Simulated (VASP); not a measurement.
# NiO2 (P-3m1) in VASP: a series of runs

The runs below take NiO2 through single point, with PBEsol.

Everything below comes from runs of VASP 6.6.1. Logs are shortened: lines on timing, memory, paths and dates and some standing lists are left out, and cuts for length are marked.

### 1 The cell of the first run

The structure is trigonal, space group P-3m1 (No. 164). Conventional cell: a = 2.783 Å, b = 2.783 Å, c = 4.736 Å, α = 90.00°, β = 90.00°, γ = 120.00°. Within 2.5 Å of Ni (site symmetry -3m) lie 6 O at 1.86 Å. O (site symmetry 3m) has 3 Ni at 1.86 Å and 3 O at 2.46 Å within 2.5 Å.

### 2 Single point, PBEsol (10.59 Å³/atom)

The input, INCAR:

```
PREC = Accurate
ENCUT = 700
EDIFF = 1E-6
ISMEAR = 0
SIGMA = 0.02
LREAL = F
LASPH = T
NELM = 120
ALGO = Normal
ISIF = 2
LWAVE = F
LCHARG = F
GGA = PS
NBANDS = 22
GGA_COMPAT = F
```

The input, KPOINTS:

```
Automatic mesh
0
Gamma
  12 12 6
```

The input, POSCAR:

```
NiO2
1.0
    2.7834792797      0.0000000000      0.0000000000
   -1.3917396398      2.4105637671      0.0000000000
    0.0000000000      0.0000000000      4.7361057142
Ni O
1 2
Direct
    0.0000000000      0.0000000000      0.5000000000
    0.6666666667      0.3333333333      0.6970414619
    0.3333333333      0.6666666667      0.3029585381
```

Potentials or basis: VASP PAW PBE potentials, release 64 (Ni_sv_GW, O).

Command:

```
> cat potpaw_PBE.64/Ni_sv_GW/POTCAR potpaw_PBE.64/O/POTCAR > POTCAR
> mpirun -np 1 vasp_std > vasp.out
```

OUTCAR:

```text
PREC = Accurate
   ENCUT = 700
   EDIFF = 1E-6
   ISMEAR = 0
   LREAL = F
   LASPH = T
   NELM = 120
   ISIF = 2
   GGA = PS

 ion  position               nearest neighbor table
   1  0.000  0.000  0.500-   2 1.86   3 1.86   3 1.86   2 1.86   2 1.86   3 1.86
   2  0.667  0.333  0.697-   1 1.86   1 1.86   1 1.86
   3  0.333  0.667  0.303-   1 1.86   1 1.86   1 1.86

  LATTYP: Found a hexagonal cell.
 ALAT       =     2.7834792797
 C/A-ratio  =     1.7015056475

  Lattice vectors:

 A1 = (   2.7834792797,   0.0000000000,   0.0000000000)
 A2 = (  -1.3917396398,   2.4105637671,   0.0000000000)
 A3 = (   0.0000000000,   0.0000000000,   4.7361057142)

Analysis of symmetry for initial positions (statically):
=====================================================================
 Subroutine PRICEL returns:
 Original cell was already a primitive cell.

 Routine SETGRP: Setting up the symmetry group for a
 hexagonal supercell.

 Subroutine GETGRP returns: Found 12 space group operations
 (whereof 12 operations were pure point group operations)
 out of a pool of 24 trial point group operations.

The static configuration has the point symmetry D_3d.

Analysis of symmetry for dynamics (positions and initial velocities):
=====================================================================
 Subroutine PRICEL returns:
 Original cell was already a primitive cell.

 Routine SETGRP: Setting up the symmetry group for a
 hexagonal supercell.

 Subroutine GETGRP returns: Found 12 space group operations
 (whereof 12 operations were pure point group operations)
 out of a pool of 24 trial point group operations.

The dynamic configuration has the point symmetry D_3d.

 Subroutine INISYM returns: Found 12 space group operations
 (whereof 12 operations are pure point group operations),
 and found     1 'primitive' translations

----------------------------------------------------------------------------------------

                                     Primitive cell

  volume of cell :      31.7781

  direct lattice vectors                    reciprocal lattice vectors
     2.783479280  0.000000000  0.000000000     0.359262599  0.207420358  0.000000000
    -1.391739640  2.410563767  0.000000000     0.000000000  0.414840716  0.000000000
     0.000000000  0.000000000  4.736105714     0.000000000  0.000000000  0.211143936

  length of vectors
     2.783479280  2.783479280  4.736105714     0.414840716  0.414840716  0.211143936

  position of ions in fractional coordinates (direct lattice)
     0.000000000  0.000000000  0.500000000
     0.666666667  0.333333333  0.697041462
     0.333333333  0.666666667  0.302958538

  ion indices of the primitive-cell ions
   primitive index   ion index
                 1           1
                 2           2
                 3           3

----------------------------------------------------------------------------------------

 KPOINTS: Automatic mesh

Automatic generation of k-mesh.
 Grid dimensions read from file:
 generate k-points for:   12   12    6

 Generating k-lattice:

  Cartesian coordinates                     Fractional coordinates (reciprocal lattice)
     0.029938550  0.017285030  0.000000000     0.083333333  0.000000000  0.000000000
     0.000000000  0.034570060  0.000000000     0.000000000  0.083333333  0.000000000
     0.000000000  0.000000000  0.035190656     0.000000000  0.000000000  0.166666667

  Length of vectors
     0.034570060  0.034570060  0.035190656

  Shift w.r.t. Gamma in fractional coordinates (k-lattice)
     0.000000000  0.000000000  0.000000000

 Subroutine IBZKPT returns following result:
 ===========================================

 Found    100 irreducible k-points:

 Following reciprocal coordinates:
            Coordinates               Weight
  0.000000  0.000000  0.000000      1.000000
  0.083333  0.000000  0.000000      6.000000
  0.166667  0.000000  0.000000      6.000000
  0.250000  0.000000  0.000000      6.000000
  0.333333  0.000000  0.000000      6.000000
  0.416667 -0.000000  0.000000      6.000000
[... 16 lines left out ...]
  0.166667  0.000000  0.166667      6.000000
  0.000000  0.166667  0.166667      6.000000
 [... further k-points ...]
   k-points           NKPTS =    100   k-points in BZ     NKDIM =    100   number of bands    NBANDS=     22
   number of dos      NEDOS =    301   number of ions     NIONS =      3
   total plane-waves  NPLWV =  24192
   dimension x,y,z NGX =    24 NGY =   24 NGZ =   42
   dimension x,y,z NGXF=    48 NGYF=   48 NGZF=   84
   ions per type =               1   2
   NGX,Y,Z   is equivalent  to a cutoff of  14.33, 14.33, 14.74 a.u.
   NGXF,Y,Z  is equivalent  to a cutoff of  28.67, 28.67, 29.49 a.u.
 SYSTEM =  unknown system
   PREC   = accura    normal or accurate (medium, high low for compatibility)
   ISTART =      0    job   : 0-new  1-cont  2-samecut
   ICHARG =      2    charge: 1-file 2-atom 10-const
   ISPIN  =      1    spin polarized calculation?
   LNONCOLLINEAR =      F non collinear calculations
   LSORBIT =      F    spin-orbit coupling
   LASPH  =      T    aspherical Exc in radial PAW
   ENCUT  =  700.0 eV  51.45 Ry    7.17 a.u.   6.00  6.00 10.22*2*pi/ulx,y,z
   NELM   =    120;   NELMIN=  2; NELMDL= -5     # of ELM steps
   EDIFF  = 0.1E-05   stopping-criterion for ELM
   LREAL  =      F    real-space projection
   EDIFFG = 0.1E-04   stopping-criterion for IOM
   NSW    =      0    number of steps for IOM
   IBRION =     -1    ionic relax: 0-MD 1-quasi-New 2-CG
   NFREE  =      0    steps in history (QN), initial steepest desc. (CG)
   ISIF   =      2    stress and relaxation
   ISYM   =      2    0-nonsym 1-usesym 2-fastsym
   POTIM  = 0.5000    time-step for ionic-motion
   TEBEG  =    0.0;   TEEND  =   0.0 temperature during run
   PSTRESS=    0.0 pullay stress
   NELECT =      30.0000    total number of electrons
   NUPDOWN=      -1.0000    fix difference up-down
   EMIN   =  10.00;   EMAX   =-10.00  energy-range for DOS
   EFERMI =   0.00;   METHOD = LEGACY
   ISMEAR =     0;   SIGMA  =   0.02  broadening in eV -4-tet -1-fermi 0-gaus
   EFERMI_NEDOS =   21; number of points for ismear=-14 and -15
   IALGO  =     38    algorithm
   IMIX   =      4    mixing-type and parameters
     AMIX     =   0.40;   BMIX     =  1.00
     AMIX_MAG =   1.60;   BMIX_MAG =  1.00
  volume/ion in A,a.u.               =      10.59        71.48
  Fermi-wavevector in a.u.,A,eV,Ry     =   1.605977  3.034856 35.091619  2.579161
  Thomas-Fermi vector in A             =   2.702238
   LORBIT       =      0    0 simple, 1 ext, 2 COOP (PROOUT), +10 PAW based schemes
   GGA     = PS    functional components
   LHFCALC =     F    Hartree Fock is set to
   AEXX    =    0.0000 exact exchange contribution
   IVDW    =     0    specifies the selected vdW correction
   LEPSILON=     F    determine dielectric tensor
   LRPA    =     F    only Hartree local field effects (RPA)
 non-spin polarized calculation
 Gauss-broadening in eV      SIGMA  =   0.02
  energy-cutoff  :      700.00
  volume of cell :       31.78
 maximum number of plane-waves:      1374
   NGX = 13   NGY = 13   NGZ = 21

 number of electron      30.0000025 magnetization

 Free energy of the ion-electron system (eV)
  ---------------------------------------------------
  ext. energy  EPLUGINS =         0.00000000
  ---------------------------------------------------
  free energy    TOTEN  =       -19.78455878 eV

  energy without entropy =      -19.78455878  energy(sigma->0) =      -19.78455878

 E-fermi :   2.1792     XC(G=0): -11.0672

 val. band max:        2.0049600151   @ k =   0.0833   0.0833   0.5000
 cond. band min:       2.9929177762   @ k =   0.2500   0.0000   0.3333
 fundamental gap:      0.9879577611
 Fermi energy:         2.1792412445

 k-point     1 :       0.0000    0.0000    0.0000
  band No.  band energies     occupation
      1    -101.9662      2.00000
      2     -62.5455      2.00000
      3     -62.5455      2.00000
      4     -62.2672      2.00000
      5     -17.8050      2.00000
      6     -15.2120      2.00000
[... 14 lines left out ...]
     21      21.7562      0.00000
     22      21.7562      0.00000

 k-point     2 :       0.0833    0.0000    0.0000
  band No.  band energies     occupation
      1    -101.9660      2.00000
      2     -62.5493      2.00000
      3     -62.5464      2.00000
      4     -62.2667      2.00000
      5     -17.7090      2.00000
      6     -15.2198      2.00000
[... 14 lines left out ...]
     21      20.9388      0.00000
     22      21.9764      0.00000

 k-point     3 :       0.1667    0.0000    0.0000
  band No.  band energies     occupation
      1    -101.9653      2.00000
      2     -62.5597      2.00000
      3     -62.5490      2.00000
      4     -62.2651      2.00000
      5     -17.4348      2.00000
      6     -15.2452      2.00000
[... 14 lines left out ...]
     21      19.4521      0.00000
     22      22.1209      0.00000

 k-point     4 :       0.2500    0.0000    0.0000
  band No.  band energies     occupation
      1    -101.9638      2.00000
      2     -62.5736      2.00000
      3     -62.5523      2.00000
      4     -62.2631      2.00000
      5     -17.0247      2.00000
      6     -15.2938      2.00000
[... 14 lines left out ...]
     21      18.1567      0.00000
     22      20.7376      0.00000

 k-point     5 :       0.3333    0.0000    0.0000
  band No.  band energies     occupation
      1    -101.9627      2.00000
      2     -62.5876      2.00000
      3     -62.5557      2.00000
      4     -62.2611      2.00000
      5     -16.5498      2.00000
      6     -15.3760      2.00000
[... 417 lines left out ...]
 k-point    22 :       0.0000    0.0833    0.1667
  band No.  band energies     occupation
      1    -101.9660      2.00000
      2     -62.5493      2.00000
      3     -62.5464      2.00000
      4     -62.2666      2.00000
      5     -17.6911      2.00000
      6     -15.2527      2.00000
[... 14 lines left out ...]
     21      20.9792      0.00000
     22      21.9664      0.00000

 k-point    23 :       0.1667    0.0000    0.1667
  band No.  band energies     occupation
      1    -101.9652      2.00000
      2     -62.5596      2.00000
      3     -62.5489      2.00000
      4     -62.2651      2.00000
      5     -17.4184      2.00000
      6     -15.2723      2.00000
[... 14 lines left out ...]
     21      19.4737      0.00000
     22      22.2753      0.00000

 k-point    24 :       0.0000    0.1667    0.1667
  band No.  band energies     occupation
      1    -101.9652      2.00000
      2     -62.5596      2.00000
      3     -62.5489      2.00000
      4     -62.2651      2.00000
      5     -17.4173      2.00000
      6     -15.2745      2.00000
[... 14 lines left out ...]
     21      19.5394      0.00000
     22      21.9678      0.00000

 [... further k-points ...]
[... 5 lines left out ...]
  --------------------------------------------------------------------------------------
  -------------------------------------------------------------------------------------
  Total        0.0910974      0.0910974     -0.0452179      0.0000000      0.0000000      0.0000000
  in kB        4.5929174      4.5929174     -2.2797796      0.0000000      0.0000000      0.0000000
  external PRESSURE =       2.3020184 kB  Pullay stress =       0.0000000 kB

 VOLUME and BASIS-vectors are now :
 -----------------------------------------------------------------------------
  energy-cutoff  :      700.00
  volume of cell :       31.78
      direct lattice vectors                 reciprocal lattice vectors
     2.783479280  0.000000000  0.000000000     0.359262599  0.207420358  0.000000000
    -1.391739640  2.410563767  0.000000000     0.000000000  0.414840716  0.000000000
     0.000000000  0.000000000  4.736105714     0.000000000  0.000000000  0.211143936

 POSITION                                       TOTAL-FORCE (eV/Angst)
 -----------------------------------------------------------------------------------
      0.00000      0.00000      2.36805        -0.000000      0.000000      0.000000
      1.39174      0.80352      3.30126        -0.000000     -0.000000      0.040309
     -0.00000      1.60704      1.43484         0.000000      0.000000     -0.040309
 -----------------------------------------------------------------------------------
    total drift:                               -0.000000     -0.000000      0.000000

  FREE ENERGIE OF THE ION-ELECTRON SYSTEM (eV)
  ---------------------------------------------------
  free  energy   TOTEN  =       -19.7845587806 eV

  energy  without entropy=      -19.7845587806  energy(sigma->0) =      -19.78455878
```

Wall time 2.4 min (1 thread of Intel Xeon Platinum 8259CL at 2.50GHz (Skylake/Cascade Lake), shared host); peak memory 0.26 GiB.

Results:

```yaml
Free_energy: -19.7846 eV
Pressure: 0.2 GPa
Largest_force: 0.040 eV/Å
Band_gap_on_the_k_mesh: 0.99 eV (least direct gap 1.22 eV)
```

Forces in eV/Å, atoms in the order of the input:
```
Ni   0.000  0.000  0.000
O    0.000  0.000  0.040
O    0.000  0.000 -0.040
```

Levels at points of the mesh, in eV from the valence-band top:
| k point | band 13 | band 14 | band 15 | band 16 | band 17 | band 18 |
| --- | --- | --- | --- | --- | --- | --- |
| (0.00, 0.00, 0.00) | -1.16 | -0.94 | -0.36 | 2.28 | 2.28 | 7.61 |
| (0.50, 0.00, 0.00) | -1.78 | -1.69 | -1.04 | 1.61 | 2.21 | 12.42 |
| (0.00, 0.00, 0.50) | -1.18 | -1.18 | -0.09 | 2.31 | 2.31 | 9.69 |
| (0.50, 0.00, 0.50) | -1.71 | -1.69 | -1.10 | 1.62 | 2.15 | 11.70 |

Caveat: the PAW data sets were made with another functional, which shifts forces and pressure a little; the run has no spin polarisation, though such a crystal can be magnetic.

### 3 Single point, PBEsol (10.27 Å³/atom)

This run uses another cell than the first one, of 10.27 Å³/atom.

The input, INCAR:

```
PREC = Accurate ; ENCUT = 700
EDIFF = 1E-6 ; ISMEAR = 0
SIGMA = 0.02 ; LREAL = False
LASPH = True ; NELM = 120
ALGO = Normal ; ISIF = 2
LWAVE = False ; LCHARG = True
GGA = PS ; LELF = True
LVHAR = True ; NBANDS = 22
GGA_COMPAT = False
```

KPOINTS is that of step 2.

The input, POSCAR:

```
NiO2
1.0
    2.7826743012      0.0000000000      0.0000000000
   -1.3913371506      2.4098666353      0.0000000000
    0.0000000000      0.0000000000      4.5922839984
Ni O
1 2
Direct
    0.0000000000      0.0000000000      0.5000000000
    0.6666666667      0.3333333333      0.7031974118
    0.3333333333      0.6666666667      0.2968025882
```

Potentials or basis: VASP PAW PBE potentials, release 64 (Ni_sv_GW, O).

Command:

```
> cat potpaw_PBE.64/Ni_sv_GW/POTCAR potpaw_PBE.64/O/POTCAR > POTCAR
> mpirun -np 1 vasp_std > vasp.out
```

It took 1.9 min on 1 thread of Intel Xeon Platinum 8259CL at 2.50GHz (Skylake/Cascade Lake), shared host; peak memory 0.25 GiB.

Results (log left out):

```yaml
Free_energy: -19.7820 eV
Pressure: 0.6 GPa
Largest_force: 0.041 eV/Å
Band_gap_on_the_k_mesh: 0.94 eV (least direct gap 1.17 eV)
```

Forces on the atoms (eV/Å):
```
Ni   0.000  0.000  0.000
O    0.000  0.000  0.041
O    0.000  0.000 -0.041
```

Stress tensor (GPa, compression positive):
```
0.88 0.00 0.00
0.00 0.88 0.00
0.00 0.00 0.17
```

Levels at points of the mesh, in eV from the valence-band top:
| k point | band 12 | band 13 | band 14 | band 15 | band 16 | band 17 | band 18 | band 19 |
| --- | --- | --- | --- | --- | --- | --- | --- | --- |
| (0.00, 0.00, 0.00) | -1.19 | -1.19 | -0.86 | -0.41 | 2.24 | 2.24 | 7.68 | 10.98 |
| (0.50, 0.00, 0.00) | -2.27 | -1.81 | -1.72 | -1.06 | 1.58 | 2.19 | 12.44 | 13.33 |
| (0.00, 0.00, 0.50) | -2.17 | -1.22 | -1.22 | -0.09 | 2.28 | 2.28 | 9.85 | 9.89 |
| (0.50, 0.00, 0.50) | -1.81 | -1.75 | -1.66 | -1.14 | 1.59 | 2.11 | 11.65 | 12.89 |

Caveat: the PAW data sets were made with another functional, which shifts forces and pressure a little; the run has no spin polarisation, though such a crystal can be magnetic.
